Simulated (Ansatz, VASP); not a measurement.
**KI: VASP beside Ansatz**

```
CELL_PARAMETERS angstrom
0.00000 3.52455 3.52455
3.52455 0.00000 3.52455
3.52455 3.52455 0.00000
ATOMIC_POSITIONS crystal
K 0.00000 0.00000 0.00000
I 0.50000 0.50000 0.50000
```

Alike in both runs: task single point; functional PBE; k mesh 6 × 6 × 6; occupations gaussian, width 0.05 eV; non-collinear spin, spin-orbit coupling.

```csv
,VASP,Ansatz
version,VASP 6.6.1,Ansatz 0.2.0
potentials or method,"VASP PAW PBE potentials, release 64 (K_sv, I), cutoff 520 eV","plane waves, PAW"
valence electrons in the cell,16,26
```

```tsv
	VASP	Ansatz	Ansatz less VASP
pressure (GPa)	0.7	0.7	-0.03
```

VASP's potentials hold 16 valence electrons a cell and Ansatz's 26, so a difference there can come from the potentials and not from the codes.
